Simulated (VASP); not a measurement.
# Ni (Fm-3m) in VASP: single point with PBE

Aim: the single point of Ni with PBE.

Program: VASP 6.6.1. These are calculated values, not measurements. Logs are shortened: lines on timing, memory, paths and dates and some standing lists are left out, and cuts for length are marked.

### Step 1. The cell of the first run

Symmetry: Fm-3m, No. 225, cubic system. The conventional cell has a = 3.519 Å, b = 3.519 Å, c = 3.519 Å, α = 90.00°, β = 90.00°, γ = 90.00°. Ni (site symmetry m-3m) has 12 Ni at 2.49 Å within 3.3 Å.

### Step 2. Single point, PBE, collinear spin, ferromagnetic start

INCAR reads:

```
SYSTEM = Ni
PREC = Accurate
ENCUT = 520
EDIFF = 1E-7
ISMEAR = -1
SIGMA = 0.05
LREAL = .FALSE.
LASPH = .TRUE.
NELM = 150
ALGO = Normal
ISIF = 2
LWAVE = .FALSE.
LCHARG = .FALSE.
ISPIN = 2
MAGMOM = 1
LORBIT = 11
LMAXMIX = 4
GGA = PE
NBANDS = 15
```

KPOINTS reads:

```
regular mesh
0
G
  21 21 21
  0 0 0
```

POSCAR reads:

```
Ni
1.0
    0.0000000000      1.7593077394      1.7593077394
    1.7593077394      0.0000000000      1.7593077394
    1.7593077394      1.7593077394      0.0000000000
Ni
1
Direct
    0.0000000000      0.0000000000      0.0000000000
```

Potentials or basis: VASP PAW PBE potentials, release 64 (Ni).

Started as:

```console
> cat potpaw_PBE.64/Ni/POTCAR > POTCAR
> mpirun -np 1 vasp_std > vasp.out
```

OUTCAR:

```text
SYSTEM = Ni
   PREC = Accurate
   ENCUT = 520
   EDIFF = 1E-7
   ISMEAR = -1
   LREAL = .FALSE.
   LASPH = .TRUE.
   NELM = 150
   ISIF = 2
   ISPIN = 2
   LORBIT = 11
   GGA = PE

 ion  position               nearest neighbor table
   1  0.000  0.000  0.000-

  LATTYP: Found a face centered cubic cell.
 ALAT       =     3.5186154788

  Lattice vectors:

 A1 = (   0.0000000000,   1.7593077394,   1.7593077394)
 A2 = (   1.7593077394,   0.0000000000,   1.7593077394)
 A3 = (   1.7593077394,   1.7593077394,   0.0000000000)

Analysis of symmetry for initial positions (statically):
=====================================================================
 Subroutine PRICEL returns:
 Original cell was already a primitive cell.

 Routine SETGRP: Setting up the symmetry group for a
 face centered cubic supercell.

 Subroutine GETGRP returns: Found 48 space group operations
 (whereof 48 operations were pure point group operations)
 out of a pool of 48 trial point group operations.

The static configuration has the point symmetry O_h .

Analysis of symmetry for dynamics (positions and initial velocities):
=====================================================================
 Subroutine PRICEL returns:
 Original cell was already a primitive cell.

 Routine SETGRP: Setting up the symmetry group for a
 face centered cubic supercell.

 Subroutine GETGRP returns: Found 48 space group operations
 (whereof 48 operations were pure point group operations)
 out of a pool of 48 trial point group operations.

The dynamic configuration has the point symmetry O_h .

Analysis of structural, dynamic, and magnetic symmetry:
=====================================================================
 Subroutine PRICEL returns:
 Original cell was already a primitive cell.

 Routine SETGRP: Setting up the symmetry group for a
 face centered cubic supercell.

 Subroutine GETGRP returns: Found 48 space group operations
 (whereof 48 operations were pure point group operations)
 out of a pool of 48 trial point group operations.

The overall configuration has the point symmetry O_h .

 Subroutine INISYM returns: Found 48 space group operations
 (whereof 48 operations are pure point group operations),
 and found     1 'primitive' translations

----------------------------------------------------------------------------------------

                                     Primitive cell

  volume of cell :      10.8907

  direct lattice vectors                    reciprocal lattice vectors
     0.000000000  1.759307739  1.759307739    -0.284202695  0.284202695  0.284202695
     1.759307739  0.000000000  1.759307739     0.284202695 -0.284202695  0.284202695
     1.759307739  1.759307739  0.000000000     0.284202695  0.284202695 -0.284202695

  length of vectors
     2.488036865  2.488036865  2.488036865     0.492253507  0.492253507  0.492253507

  position of ions in fractional coordinates (direct lattice)
     0.000000000  0.000000000  0.000000000

  ion indices of the primitive-cell ions
   primitive index   ion index
                 1           1

----------------------------------------------------------------------------------------

 KPOINTS: regular mesh

Automatic generation of k-mesh.
 Grid dimensions read from file:
 generate k-points for:   21   21   21

 Generating k-lattice:

  Cartesian coordinates                     Fractional coordinates (reciprocal lattice)
    -0.013533462  0.013533462  0.013533462     0.047619048  0.000000000  0.000000000
     0.013533462 -0.013533462  0.013533462     0.000000000  0.047619048  0.000000000
     0.013533462  0.013533462 -0.013533462     0.000000000  0.000000000  0.047619048

  Length of vectors
     0.023440643  0.023440643  0.023440643

  Shift w.r.t. Gamma in fractional coordinates (k-lattice)
     0.000000000  0.000000000  0.000000000

 Subroutine IBZKPT returns following result:
 ===========================================

 Found    286 irreducible k-points:

 Following reciprocal coordinates:
            Coordinates               Weight
  0.000000  0.000000  0.000000      1.000000
  0.047619  0.000000  0.000000      8.000000
  0.095238  0.000000  0.000000      8.000000
  0.142857  0.000000  0.000000      8.000000
  0.190476  0.000000  0.000000      8.000000
  0.238095  0.000000  0.000000      8.000000
[... 16 lines left out ...]
 -0.428571  0.047619  0.000000     24.000000
 -0.380952  0.047619  0.000000     24.000000
 [... further k-points ...]
   k-points           NKPTS =    286   k-points in BZ     NKDIM =    286   number of bands    NBANDS=     15
   number of dos      NEDOS =    301   number of ions     NIONS =      1
   total plane-waves  NPLWV =   8000
   dimension x,y,z NGX =    20 NGY =   20 NGZ =   20
   dimension x,y,z NGXF=    40 NGYF=   40 NGZF=   40
   ions per type =               1
   NGX,Y,Z   is equivalent  to a cutoff of  13.36, 13.36, 13.36 a.u.
   NGXF,Y,Z  is equivalent  to a cutoff of  26.73, 26.73, 26.73 a.u.
 SYSTEM =  Ni
   PREC   = accura    normal or accurate (medium, high low for compatibility)
   ISTART =      0    job   : 0-new  1-cont  2-samecut
   ICHARG =      2    charge: 1-file 2-atom 10-const
   ISPIN  =      2    spin polarized calculation?
   LNONCOLLINEAR =      F non collinear calculations
   LSORBIT =      F    spin-orbit coupling
   LASPH  =      T    aspherical Exc in radial PAW
   ENCUT  =  520.0 eV  38.22 Ry    6.18 a.u.   4.63  4.63  4.63*2*pi/ulx,y,z
   NELM   =    150;   NELMIN=  2; NELMDL= -5     # of ELM steps
   EDIFF  = 0.1E-06   stopping-criterion for ELM
   LREAL  =      F    real-space projection
   EDIFFG = 0.1E-05   stopping-criterion for IOM
   NSW    =      0    number of steps for IOM
   IBRION =     -1    ionic relax: 0-MD 1-quasi-New 2-CG
   NFREE  =      0    steps in history (QN), initial steepest desc. (CG)
   ISIF   =      2    stress and relaxation
   ISYM   =      2    0-nonsym 1-usesym 2-fastsym
   POTIM  = 0.5000    time-step for ionic-motion
   TEBEG  =    0.0;   TEEND  =   0.0 temperature during run
   PSTRESS=    0.0 pullay stress
   NELECT =      10.0000    total number of electrons
   NUPDOWN=      -1.0000    fix difference up-down
   EMIN   =  10.00;   EMAX   =-10.00  energy-range for DOS
   EFERMI =   0.00;   METHOD = LEGACY
   ISMEAR =    -1;   SIGMA  =   0.05  broadening in eV -4-tet -1-fermi 0-gaus
   EFERMI_NEDOS =   21; number of points for ismear=-14 and -15
   IALGO  =     38    algorithm
   IMIX   =      4    mixing-type and parameters
     AMIX     =   0.40;   BMIX     =  1.00
     AMIX_MAG =   1.60;   BMIX_MAG =  1.00
  volume/ion in A,a.u.               =      10.89        73.49
  Fermi-wavevector in a.u.,A,eV,Ry     =   1.591194  3.006920 34.448550  2.531897
  Thomas-Fermi vector in A             =   2.689772
   LORBIT       =     11    0 simple, 1 ext, 2 COOP (PROOUT), +10 PAW based schemes
   GGA     = PE    functional components
   LHFCALC =     F    Hartree Fock is set to
   AEXX    =    0.0000 exact exchange contribution
   IVDW    =     0    specifies the selected vdW correction
   LEPSILON=     F    determine dielectric tensor
   LRPA    =     F    only Hartree local field effects (RPA)
 spin polarized calculation
  energy-cutoff  :      520.00
  volume of cell :       10.89
 maximum number of plane-waves:       304
   NGX =  9   NGY =  9   NGZ =  9

 number of electron      10.0000009 magnetization       0.6110296

 Free energy of the ion-electron system (eV)
  ---------------------------------------------------
  ext. energy  EPLUGINS =         0.00000000
  ---------------------------------------------------
  free energy    TOTEN  =        -5.47725871 eV

  energy without entropy =       -5.46268326  energy(sigma->0) =       -5.46997098

 E-fermi :   9.3624     XC(G=0): -13.2493

 val. band max:        9.3617303051   @ k =  -0.3333   0.2857   0.0952
 cond. band min:       9.3642789608   @ k =   0.4286   0.2857   0.0476
 fundamental gap:      0.0025486556
 Fermi energy:         9.3623655404

 spin component 1

 k-point     1 :       0.0000    0.0000    0.0000
  band No.  band energies     occupation
      1       0.3598      1.00000
      2       6.9410      1.00000
      3       6.9410      1.00000
      4       6.9410      1.00000
      5       8.1171      1.00000
      6       8.1171      1.00000
      7      33.0774      0.00000
      8      36.9316      0.00000
      9      36.9316      0.00000
     10      36.9316      0.00000
     11      39.8681      0.00000
     12      39.8681      0.00000
     13      39.8681      0.00000
     14      42.8315      0.00000
     15      49.1226      0.00000
[... 397 lines left out ...]
 k-point    24 :      -0.3810    0.0476    0.0000
  band No.  band energies     occupation
      1       4.3815      1.00000
      2       6.9935      1.00000
      3       7.0455      1.00000
      4       7.5842      1.00000
      5       8.5541      1.00000
      6       8.9422      0.99978
      7      17.3239      0.00000
      8      31.0698      0.00000
      9      33.2199      0.00000
     10      34.7718      0.00000
     11      37.1617      0.00000
     12      38.7443      0.00000
     13      43.3661      0.00000
     14      51.3579      0.00000
     15      52.5802      0.00000

 [... further k-points ...]

 spin component 2

 k-point     1 :       0.0000    0.0000    0.0000
  band No.  band energies     occupation
      1       0.3235      1.00000
      2       7.6789      1.00000
      3       7.6789      1.00000
      4       7.6789      1.00000
      5       8.6866      1.00000
      6       8.6866      1.00000
      7      32.9150      0.00000
      8      36.9109      0.00000
      9      36.9109      0.00000
     10      36.9109      0.00000
     11      39.9651      0.00000
     12      39.9651      0.00000
     13      39.9651      0.00000
     14      42.7100      0.00000
     15      49.3149      0.00000
[... 397 lines left out ...]
 k-point    24 :      -0.3810    0.0476    0.0000
  band No.  band energies     occupation
      1       4.6749      1.00000
      2       7.5915      1.00000
      3       7.6549      1.00000
      4       7.8744      1.00000
      5       9.2774      0.84543
      6       9.5918      0.01007
      7      17.5999      0.00000
      8      31.0136      0.00000
      9      33.2356      0.00000
     10      34.8634      0.00000
     11      37.1951      0.00000
     12      38.7659      0.00000
     13      43.4463      0.00000
     14      51.4247      0.00000
     15      52.8469      0.00000

 [... further k-points ...]
[... 5 lines left out ...]
  --------------------------------------------------------------------------------------
  -------------------------------------------------------------------------------------
  Total       -0.0066391     -0.0066391     -0.0066391      0.0000000      0.0000000      0.0000000
  in kB       -0.9767070     -0.9767070     -0.9767070      0.0000000      0.0000000      0.0000000
  external PRESSURE =      -0.9767070 kB  Pullay stress =       0.0000000 kB

 VOLUME and BASIS-vectors are now :
 -----------------------------------------------------------------------------
  energy-cutoff  :      520.00
  volume of cell :       10.89
      direct lattice vectors                 reciprocal lattice vectors
     0.000000000  1.759307739  1.759307739    -0.284202695  0.284202695  0.284202695
     1.759307739  0.000000000  1.759307739     0.284202695 -0.284202695  0.284202695
     1.759307739  1.759307739  0.000000000     0.284202695  0.284202695 -0.284202695

 POSITION                                       TOTAL-FORCE (eV/Angst)
 -----------------------------------------------------------------------------------
      0.00000      0.00000      0.00000        -0.000000      0.000000     -0.000000
 -----------------------------------------------------------------------------------
    total drift:                                0.000000      0.000000      0.000000

  FREE ENERGIE OF THE ION-ELECTRON SYSTEM (eV)
  ---------------------------------------------------
  free  energy   TOTEN  =        -5.4772587081 eV

  energy  without entropy=       -5.4626832563  energy(sigma->0) =       -5.46997098

 total charge

# of ion       s       p       d       tot
------------------------------------------
    1        0.497   0.496   8.315   9.308

 magnetization (x)

# of ion       s       p       d       tot
------------------------------------------
    1       -0.007  -0.025   0.655   0.623
```

Wall time 66 s (1 thread of Intel Xeon Platinum 8375C at 2.90GHz (Ice Lake), shared host); peak memory 0.19 GiB.

What came out:

* Free energy: -5.4773 eV
* Pressure: -0.1 GPa
* Net moment: 0.61 μB per cell
* Site moments: Ni +0.62 μB
* Valence electrons inside the program's atomic spheres: Ni 9.31
